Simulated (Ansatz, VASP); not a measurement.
## AlGa5N6 in VASP and in Ansatz

File INCAR:

```
SYSTEM = AlGa5N6
PREC = Accurate
ENCUT = 520
EDIFF = 1E-6
ISMEAR = 0
SIGMA = 0.1
LREAL = .FALSE.
LASPH = .TRUE.
NELM = 60
ALGO = Normal
ISIF = 2
LWAVE = .FALSE.
LCHARG = .FALSE.
GGA = PE
NBANDS = 61
```

The input KPOINTS:

```
regular mesh
0
G
  6 6 1
  0 0 0
```

File POSCAR:

```
AlGa5N6
1.0
    3.4224354200      0.0000000000      0.0000000000
   -1.7112177100      2.9639160100      0.0000000000
    0.0000000000      0.0000000000     16.7664408900
Al Ga N
1 5 6
Direct
    0.0000000000      0.0000000000      0.5000000000
    0.6666666700      0.3333333300      0.6666666700
    0.3333333300      0.6666666700      0.8333333300
    0.0000000000      0.0000000000      0.0000000000
    0.6666666700      0.3333333300      0.1666666700
    0.3333333300      0.6666666700      0.3333333300
    0.0000000000      0.0000000000      0.7500000000
    0.6666666700      0.3333333300      0.9166666700
    0.3333333300      0.6666666700      0.0833333300
    0.0000000000      0.0000000000      0.2500000000
    0.6666666700      0.3333333300      0.4166666700
    0.3333333300      0.6666666700      0.5833333300
```

Input for Ansatz:

```yaml
crystal:
  lattice:
    - [3.42243542, 0.0, 0.0]
    - [-1.71121771, 2.96391601, 0.0]
    - [0.0, 0.0, 16.76644089]
  atoms:
    - { symbol: Al, position: [0.0, 0.0, 0.5] }
    - { symbol: Ga, position: [0.66666667, 0.33333333, 0.66666667] }
    - { symbol: Ga, position: [0.33333333, 0.66666667, 0.83333333] }
    - { symbol: Ga, position: [0.0, 0.0, 0.0] }
    - { symbol: Ga, position: [0.66666667, 0.33333333, 0.16666667] }
    - { symbol: Ga, position: [0.33333333, 0.66666667, 0.33333333] }
    - { symbol: "N", position: [0.0, 0.0, 0.75] }
    - { symbol: "N", position: [0.66666667, 0.33333333, 0.91666667] }
    - { symbol: "N", position: [0.33333333, 0.66666667, 0.08333333] }
    - { symbol: "N", position: [0.0, 0.0, 0.25] }
    - { symbol: "N", position: [0.66666667, 0.33333333, 0.41666667] }
    - { symbol: "N", position: [0.33333333, 0.66666667, 0.58333333] }
basis:
  ecutwfc: 420
kpoints:
  mp_grid: { grid: [6, 6, 1] }
hamiltonian:
  xc: pbe
scf:
  occupations: { method: gaussian, width: 0.1 }
  lower_state_search: "off"
output:
  forces: true
  stress: true
  eigenvalues: true
```

Alike in both runs: task single point; functional PBE; k mesh 6 × 6 × 1; occupations gaussian, width 0.1 eV; no spin polarisation.

```csv
,VASP,Ansatz
version,VASP 6.6.1,Ansatz 0.2.0
potentials or method,"VASP PAW PBE potentials, release 64 (Al, Ga_d, N), cutoff 520 eV","scalar-relativistic, plane waves, PAW"
valence electrons in the cell,98,98
```

Ansatz gave:

| Item | Value |
| --- | --- |
| gap on the k mesh at the Fermi level (eV) | none |
| rms of the force components (eV/Å) | 0.149 |

Question: Which values does VASP return?

Answer: gap on the k mesh at the Fermi level (eV): none; rms of the force components (eV/Å): 0.152.

Atom by atom the forces differ by 0.003 eV/Å (rms over components). A gap of «none» marks a metal or a gap that the smearing closes. With one functional, cell and mesh, what is left measures potentials, basis and numerics.

The k mesh is coarse, so the values compare programs but aren't converged.
